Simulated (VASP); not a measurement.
**AlRu: single point with PBE**

AlRu:

```
Ru Al
1.0
     2.99160    0.01496    0.00000
     0.01496    2.99160    0.00000
     0.00000    0.00000    2.99160
Ru Al
1 1
Direct
  0.50000 0.50000 0.50000
  0.00000 0.00000 0.00000
```

| Item | Value |
| --- | --- |
| Program | VASP 6.6.1 |
| Task | single point |
| Functional | PBE |
| Potentials or basis | VASP PAW PBE potentials, release 64 (Ru_pv, Al) |
| Cutoff | 500 eV |
| k mesh | 8 × 8 × 8 |
| Occupations | fermi-dirac, width 0.05 eV |
| Spin | no spin polarisation |

The pressure is 3.0 GPa and the band gap on the k mesh is zero (an odd number of electrons rules out a gap without spin polarisation).

Stress tensor (GPa, compression positive):
```
 2.95 -1.30  0.00
-1.30  2.95  0.00
 0.00  0.00  2.95
```

Levels at points of the mesh, in eV from the Fermi level:
| k point | band 6 | band 7 | band 8 | band 9 | band 10 | band 11 | band 12 | band 13 |
| --- | --- | --- | --- | --- | --- | --- | --- | --- |
| (0.00, 0.00, 0.00) | -3.62 | 0.11 | 0.14 | 0.16 | 6.01 | 6.02 | 6.03 | 10.92 |
| (0.50, 0.00, 0.00) | -2.82 | -1.65 | -1.65 | 0.39 | 2.25 | 7.38 | 10.97 | 10.97 |
| (0.50, 0.50, 0.00) | -1.50 | -1.36 | -1.22 | -1.21 | 1.49 | 5.26 | 6.19 | 10.53 |
| (0.00, 0.00, 0.50) | -2.81 | -1.69 | -1.61 | 0.39 | 2.25 | 7.38 | 10.94 | 11.00 |
| (0.50, 0.00, 0.50) | -1.43 | -1.43 | -1.21 | -1.21 | 1.49 | 5.26 | 6.19 | 10.52 |
| (0.50, 0.50, 0.50) | -4.67 | 1.58 | 1.58 | 2.51 | 3.99 | 4.08 | 4.16 | 8.42 |

Run time: 49 s on 1 thread of Intel Xeon 8259CL (shared host), peak memory 0.17 GiB.
